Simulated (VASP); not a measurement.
# W (P6_3/mmc) in VASP: a series of runs

W is run at these levels: PBEsol; tasks: single point, relaxation of cell and atoms.

Program: VASP 6.6.1. These are calculated values, not measurements. Logs are shortened: lines on timing, memory, paths and dates and some standing lists are left out, and cuts for length are marked.

## 1. The cell of the first run

It takes space group P6_3/mmc (No. 194, hexagonal). The conventional cell has a = 2.759 Å, b = 2.759 Å, c = 9.752 Å, α = 90.00°, β = 90.00°, γ = 120.00°. W (site symmetry -3m) has 12 W at 2.76 to 2.91 Å within 3.6 Å. W (site symmetry -6m2) has 12 W at 2.76 to 2.91 Å within 3.6 Å.

## 2. Single point, PBEsol

Contents of INCAR:

```
PREC = Accurate
ENCUT = 520
EDIFF = 1E-6
ISMEAR = 0
SIGMA = 0.1
LREAL = False
LASPH = True
NELM = 100
ALGO = Normal
ISIF = 2
LWAVE = False
LCHARG = True
GGA = PS
LELF = True
LVHAR = True
NBANDS = 36
```

Contents of KPOINTS:

```
Automatic mesh
0
Gamma
  6 6 2
```

Contents of POSCAR:

```
W
1.0
    2.7588444150      0.0000000000      0.0000000000
   -1.3794222075      2.3892293485      0.0000000000
    0.0000000000      0.0000000000      9.7523701174
W
4
Direct
    0.0000000000      0.0000000000      0.0000000000
    0.0000000000      0.0000000000      0.5000000000
    0.3333333333      0.6666666667      0.7500000000
    0.6666666667      0.3333333333      0.2500000000
```

Potentials or basis: VASP PAW PBE potentials, release 64 (W_sv).

Run with:

```bash
cat potpaw_PBE.64/W_sv/POTCAR > POTCAR
mpirun -np 1 vasp_std > vasp.out
```

OUTCAR:

```text
PREC = Accurate
   ENCUT = 520
   EDIFF = 1E-6
   ISMEAR = 0
   LREAL = False
   LASPH = True
   NELM = 100
   ISIF = 2
   GGA = PS

 ion  position               nearest neighbor table
   1  0.000  0.000  0.000-   3 2.91   4 2.91   4 2.91   3 2.91   4 2.91   3 2.91
   2  0.000  0.000  0.500-   3 2.91   4 2.91   4 2.91   3 2.91   4 2.91   3 2.91
   3  0.333  0.667  0.750-   1 2.91   2 2.91   1 2.91   2 2.91   1 2.91   2 2.91
   4  0.667  0.333  0.250-   1 2.91   2 2.91   1 2.91   2 2.91   1 2.91   2 2.91

  LATTYP: Found a hexagonal cell.
 ALAT       =     2.7588444150
 C/A-ratio  =     3.5349474818

  Lattice vectors:

 A1 = (   2.7588444150,   0.0000000000,   0.0000000000)
 A2 = (  -1.3794222075,   2.3892293485,   0.0000000000)
 A3 = (   0.0000000000,   0.0000000000,   9.7523701174)

Analysis of symmetry for initial positions (statically):
=====================================================================
 Subroutine PRICEL returns:
 Original cell was already a primitive cell.

 Routine SETGRP: Setting up the symmetry group for a
 hexagonal supercell.

 Subroutine GETGRP returns: Found 24 space group operations
 (whereof 12 operations were pure point group operations)
 out of a pool of 24 trial point group operations.

The static configuration has the point symmetry D_3d.
 The point group associated with its full space group is D_6h.

Analysis of symmetry for dynamics (positions and initial velocities):
=====================================================================
 Subroutine PRICEL returns:
 Original cell was already a primitive cell.

 Routine SETGRP: Setting up the symmetry group for a
 hexagonal supercell.

 Subroutine GETGRP returns: Found 24 space group operations
 (whereof 12 operations were pure point group operations)
 out of a pool of 24 trial point group operations.

The dynamic configuration has the point symmetry D_3d.
 The point group associated with its full space group is D_6h.

 Subroutine INISYM returns: Found 24 space group operations
 (whereof 12 operations are pure point group operations),
 and found     1 'primitive' translations

----------------------------------------------------------------------------------------

                                     Primitive cell

  volume of cell :      64.2829

  direct lattice vectors                    reciprocal lattice vectors
     2.758844415  0.000000000  0.000000000     0.362470603  0.209272500  0.000000000
    -1.379422207  2.389229348  0.000000000     0.000000000  0.418545001  0.000000000
     0.000000000  0.000000000  9.752370117     0.000000000  0.000000000  0.102539176

  length of vectors
     2.758844415  2.758844415  9.752370117     0.418545001  0.418545001  0.102539176

  position of ions in fractional coordinates (direct lattice)
     0.000000000  0.000000000  0.000000000
     0.000000000  0.000000000  0.500000000
     0.333333333  0.666666667  0.750000000
     0.666666667  0.333333333  0.250000000

  ion indices of the primitive-cell ions
   primitive index   ion index
                 1           1
                 2           2
                 3           3
                 4           4

----------------------------------------------------------------------------------------

 KPOINTS: Automatic mesh

Automatic generation of k-mesh.
 Grid dimensions read from file:
 generate k-points for:    6    6    2

 Generating k-lattice:

  Cartesian coordinates                     Fractional coordinates (reciprocal lattice)
     0.060411767  0.034878750  0.000000000     0.166666667 -0.000000000  0.000000000
     0.000000000  0.069757500  0.000000000     0.000000000  0.166666667  0.000000000
     0.000000000  0.000000000  0.051269588     0.000000000  0.000000000  0.500000000

  Length of vectors
     0.069757500  0.069757500  0.051269588

  Shift w.r.t. Gamma in fractional coordinates (k-lattice)
     0.000000000  0.000000000  0.000000000

 Subroutine IBZKPT returns following result:
 ===========================================

 Found     14 irreducible k-points:

 Following reciprocal coordinates:
            Coordinates               Weight
  0.000000  0.000000  0.000000      1.000000
  0.166667  0.000000  0.000000      6.000000
  0.333333  0.000000  0.000000      6.000000
  0.500000  0.000000  0.000000      3.000000
  0.166667  0.166667  0.000000      6.000000
  0.333333  0.166667  0.000000     12.000000
  0.333333  0.333333  0.000000      2.000000
  0.000000  0.000000  0.500000      1.000000
  0.166667  0.000000  0.500000      6.000000
  0.333333  0.000000  0.500000      6.000000
  0.500000  0.000000  0.500000      3.000000
  0.166667  0.166667  0.500000      6.000000
  0.333333  0.166667  0.500000     12.000000
  0.333333  0.333333  0.500000      2.000000
   k-points           NKPTS =     14   k-points in BZ     NKDIM =     14   number of bands    NBANDS=     36
   number of dos      NEDOS =    301   number of ions     NIONS =      4
   total plane-waves  NPLWV =  46080
   dimension x,y,z NGX =    24 NGY =   24 NGZ =   80
   dimension x,y,z NGXF=    48 NGYF=   48 NGZF=  160
   ions per type =               4
   NGX,Y,Z   is equivalent  to a cutoff of  14.46, 14.46, 13.64 a.u.
   NGXF,Y,Z  is equivalent  to a cutoff of  28.92, 28.92, 27.27 a.u.
 SYSTEM =  unknown system
   PREC   = accura    normal or accurate (medium, high low for compatibility)
   ISTART =      0    job   : 0-new  1-cont  2-samecut
   ICHARG =      2    charge: 1-file 2-atom 10-const
   ISPIN  =      1    spin polarized calculation?
   LNONCOLLINEAR =      F non collinear calculations
   LSORBIT =      F    spin-orbit coupling
   LASPH  =      T    aspherical Exc in radial PAW
   ENCUT  =  520.0 eV  38.22 Ry    6.18 a.u.   5.13  5.13 18.13*2*pi/ulx,y,z
   NELM   =    100;   NELMIN=  2; NELMDL= -5     # of ELM steps
   EDIFF  = 0.1E-05   stopping-criterion for ELM
   LREAL  =      F    real-space projection
   EDIFFG = 0.1E-04   stopping-criterion for IOM
   NSW    =      0    number of steps for IOM
   IBRION =     -1    ionic relax: 0-MD 1-quasi-New 2-CG
   NFREE  =      0    steps in history (QN), initial steepest desc. (CG)
   ISIF   =      2    stress and relaxation
   ISYM   =      2    0-nonsym 1-usesym 2-fastsym
   POTIM  = 0.5000    time-step for ionic-motion
   TEBEG  =    0.0;   TEEND  =   0.0 temperature during run
   PSTRESS=    0.0 pullay stress
   NELECT =      56.0000    total number of electrons
   NUPDOWN=      -1.0000    fix difference up-down
   EMIN   =  10.00;   EMAX   =-10.00  energy-range for DOS
   EFERMI =   0.00;   METHOD = LEGACY
   ISMEAR =     0;   SIGMA  =   0.10  broadening in eV -4-tet -1-fermi 0-gaus
   EFERMI_NEDOS =   21; number of points for ismear=-14 and -15
   IALGO  =     38    algorithm
   IMIX   =      4    mixing-type and parameters
     AMIX     =   0.40;   BMIX     =  1.00
     AMIX_MAG =   1.60;   BMIX_MAG =  1.00
  volume/ion in A,a.u.               =      16.07       108.45
  Fermi-wavevector in a.u.,A,eV,Ry     =   1.563528  2.954640 33.261087  2.444621
  Thomas-Fermi vector in A             =   2.666286
   LORBIT       =      0    0 simple, 1 ext, 2 COOP (PROOUT), +10 PAW based schemes
   GGA     = PS    functional components
   LHFCALC =     F    Hartree Fock is set to
   AEXX    =    0.0000 exact exchange contribution
   IVDW    =     0    specifies the selected vdW correction
   LEPSILON=     F    determine dielectric tensor
   LRPA    =     F    only Hartree local field effects (RPA)
 non-spin polarized calculation
 Gauss-broadening in eV      SIGMA  =   0.10
  energy-cutoff  :      520.00
  volume of cell :       64.28
 maximum number of plane-waves:      1743
 NGX is ok and might be reduce to    24
   NGX = 11   NGY = 11   NGZ = 37

 number of electron      55.9999996 magnetization

 Free energy of the ion-electron system (eV)
  ---------------------------------------------------
  ext. energy  EPLUGINS =         0.00000000
  ---------------------------------------------------
  free energy    TOTEN  =       -53.15607009 eV

  energy without entropy =      -53.13536649  energy(sigma->0) =      -53.14571829

 E-fermi :  10.7324     XC(G=0): -13.6700

 val. band max:       10.7159930350   @ k =   0.5000   0.0000   0.5000
 cond. band min:      10.7495189538   @ k =   0.3333   0.1667   0.0000
 fundamental gap:      0.0335259188
 Fermi energy:        10.7323922490

 k-point     1 :       0.0000    0.0000    0.0000
  band No.  band energies     occupation
      1     -63.0111      2.00000
      2     -62.9816      2.00000
      3     -62.9544      2.00000
      4     -62.9246      2.00000
      5     -27.7760      2.00000
      6     -27.3036      2.00000
[... 28 lines left out ...]
     35      13.7611      0.00000
     36      13.7611      0.00000

 k-point     2 :       0.1667    0.0000    0.0000
  band No.  band energies     occupation
      1     -62.9795      2.00000
      2     -62.9545      2.00000
      3     -62.9273      2.00000
      4     -62.9021      2.00000
      5     -27.6741      2.00000
      6     -27.2970      2.00000
[... 28 lines left out ...]
     35      13.8068      0.00000
     36      14.0726      0.00000

 k-point     3 :       0.3333    0.0000    0.0000
  band No.  band energies     occupation
      1     -62.9137      2.00000
      2     -62.9001      2.00000
      3     -62.8728      2.00000
      4     -62.8591      2.00000
      5     -27.6040      2.00000
      6     -27.5923      2.00000
[... 28 lines left out ...]
     35      14.7014      0.00000
     36      14.7562      0.00000
[... 352 lines left out ...]
 k-point    13 :       0.3333    0.1667    0.5000
  band No.  band energies     occupation
      1     -62.8758      2.00000
      2     -62.8758      2.00000
      3     -62.8423      2.00000
      4     -62.8423      2.00000
      5     -27.6913      2.00000
      6     -27.6913      2.00000
[... 28 lines left out ...]
     35      15.9904      0.00000
     36      15.9904      0.00000

 k-point    14 :       0.3333    0.3333    0.5000
  band No.  band energies     occupation
      1     -62.8591      2.00000
      2     -62.8591      2.00000
      3     -62.8316      2.00000
      4     -62.8316      2.00000
      5     -27.5365      2.00000
      6     -27.5365      2.00000
[... 28 lines left out ...]
     35      15.0866      0.00000
     36      15.0866      0.00000

------------------------ aborting loop because EDIFF is reached ----------------------------------------

  FORCE on cell =-STRESS in cart. coord.  units (eV):
  Direction    XX          YY          ZZ          XY          YZ          ZX
  --------------------------------------------------------------------------------------
  -------------------------------------------------------------------------------------
  Total        0.2997243      0.2997243      0.2261985     -0.0000000      0.0000000     -0.0000000
  in kB        7.4702875      7.4702875      5.6377413     -0.0000000      0.0000000     -0.0000000
  external PRESSURE =       6.8594388 kB  Pullay stress =       0.0000000 kB

 VOLUME and BASIS-vectors are now :
 -----------------------------------------------------------------------------
  energy-cutoff  :      520.00
  volume of cell :       64.28
      direct lattice vectors                 reciprocal lattice vectors
     2.758844415  0.000000000  0.000000000     0.362470603  0.209272500  0.000000000
    -1.379422207  2.389229348  0.000000000     0.000000000  0.418545001  0.000000000
     0.000000000  0.000000000  9.752370117     0.000000000  0.000000000  0.102539176

 POSITION                                       TOTAL-FORCE (eV/Angst)
 -----------------------------------------------------------------------------------
      0.00000      0.00000      0.00000        -0.000000      0.000000      0.000000
      0.00000      0.00000      4.87619        -0.000000      0.000000      0.000000
     -0.00000      1.59282      7.31428        -0.000000      0.000000     -0.000000
      1.37942      0.79641      2.43809         0.000000     -0.000000      0.000000
 -----------------------------------------------------------------------------------
    total drift:                                0.000000      0.000000     -0.000000

  FREE ENERGIE OF THE ION-ELECTRON SYSTEM (eV)
  ---------------------------------------------------
  free  energy   TOTEN  =       -53.1560700918 eV

  energy  without entropy=      -53.1353664886  energy(sigma->0) =      -53.14571829
```

Run time: 26 s. Hardware: 1 thread of Intel Xeon Platinum 8488C (Sapphire Rapids), shared host; peak memory 0.2 GiB.

What came out:

```yaml
Free_energy: -53.1561 eV
Pressure: 0.7 GPa
Band_gap_on_the_k_mesh: zero (band 28 reaches 12.27 eV, above the bottom of band 29 at 10.52 eV)
```

Stress tensor (GPa, compression positive):
```
0.75 0.00 0.00
0.00 0.75 0.00
0.00 0.00 0.56
```

Caveat: the k points lie up to 0.44 Å⁻¹ apart; the PAW data sets were made with another functional, which shifts forces and pressure a little; spin-orbit coupling is left out, which moves the levels of the heavy elements.

## 3. Relaxation of cell and atoms, PBEsol

This run uses another cell than the first one, of 17.05 Å³/atom, 1.061 times its volume.

Contents of INCAR:

```
PREC = Accurate
ENCUT = 600
EDIFF = 1E-6
ISMEAR = 0
SIGMA = 0.1
LREAL = False
LASPH = True
NELM = 100
ALGO = Normal
ISIF = 3
LWAVE = False
LCHARG = False
GGA = PS
IBRION = 2
NSW = 90
EDIFFG = -0.04
```

Contents of KPOINTS:

```
regular mesh
0
Gamma
  6 6 2
```

Contents of POSCAR:

```
W
1.0
    2.9009331593      0.0000000000      0.0000000000
   -1.4504665796      2.5122818107      0.0000000000
    0.0000000000      0.0000000000      9.3560820043
W
4
Direct
    0.0000000000      0.0000000000      0.0000000000
    0.0000000000      0.0000000000      0.5000000000
    0.3333333333      0.6666666667      0.7500000000
    0.6666666667      0.3333333333      0.2500000000
```

Potentials or basis: VASP PAW PBE potentials, release 64 (W_sv).

Run with:

```bash
cat potpaw_PBE.64/W_sv/POTCAR > POTCAR
mpirun -np 1 vasp_std > vasp.out
```

It took 3.4 min on 1 thread of Intel Xeon Platinum 8488C (Sapphire Rapids), shared host; peak memory 0.22 GiB.

The run converged. Its results:

- Free energy: -53.1569 eV
- Relaxed volume: 16.11 Å³/atom
- Relaxed cell: a = 2.761 Å, b = 2.761 Å, c = 9.760 Å, α = 90.00°, β = 90.00°, γ = 120.00°
- Space group after relaxing (to 0.05 Å): P6_3/mmc (No. 194)
- Energy gained by relaxing: 110.5 meV/atom
- Ionic steps: 12
- Pressure after relaxing: -0.1 GPa
- Band gap on the k mesh: zero (band 28 reaches 12.22 eV, above the bottom of band 29 at 10.48 eV)

Step by step:
| step | energy change (eV) | largest force (eV/Å) | pressure (GPa) | volume (Å³) |
| --- | --- | --- | --- | --- |
| 1 | 0.0000 | 0.0000 | -16.29 | 68.19 |
| 2 | 2.3798 | 0.0000 | 88.06 | 52.44 |
| 3 | -0.2471 | 0.0000 | -0.47 | 64.15 |
| 4 | -0.2489 | 0.0000 | 0.81 | 63.87 |
| 5 | -0.2490 | 0.0000 | 1.22 | 63.79 |
| 6 | -0.3990 | 0.0000 | 3.96 | 63.40 |
| 7 | -0.4088 | 0.0000 | 4.57 | 63.31 |
| 8 | -0.4168 | 0.0000 | 6.14 | 63.14 |
| 9 | -0.4042 | 0.0000 | -4.49 | 65.63 |
| 10 | -0.4379 | 0.0000 | 1.34 | 64.21 |
| 11 | -0.4416 | 0.0000 | -0.43 | 64.52 |
| 12 | -0.4419 | 0.0000 | -0.06 | 64.45 |

Final structure:
```
W
1.0
     2.76134    0.00000    0.00000
    -1.38067    2.39139    0.00000
     0.00000    0.00000    9.76030
W
4
Direct
  0.00000 0.00000 0.00000
  0.00000 0.00000 0.50000
  0.33333 0.66667 0.75000
  0.66667 0.33333 0.25000
```

Levels at points of the mesh, in eV from the Fermi level:
| k point | band 24 | band 25 | band 26 | band 27 | band 28 | band 29 | band 30 | band 31 | band 32 | band 33 |
| --- | --- | --- | --- | --- | --- | --- | --- | --- | --- | --- |
| (0.00, 0.00, 0.00) | -0.64 | -0.64 | -0.50 | -0.50 | -0.21 | -0.21 | -0.19 | -0.04 | -0.04 | 2.21 |
| (0.50, 0.00, 0.00) | -2.25 | -1.15 | -0.46 | -0.30 | 1.53 | 1.64 | 1.64 | 2.36 | 4.49 | 4.78 |
| (0.00, 0.00, 0.50) | -1.26 | -0.52 | -0.52 | -0.52 | -0.52 | -0.19 | -0.19 | -0.19 | -0.19 | 2.56 |
| (0.50, 0.00, 0.50) | -2.31 | -0.02 | -0.02 | 0.21 | 0.21 | 0.72 | 0.72 | 3.60 | 3.60 | 5.78 |

Caveat: the k points lie up to 0.44 Å⁻¹ apart in the final cell; the PAW data sets were made with another functional, which shifts forces and pressure a little; spin-orbit coupling is left out, which moves the levels of the heavy elements.
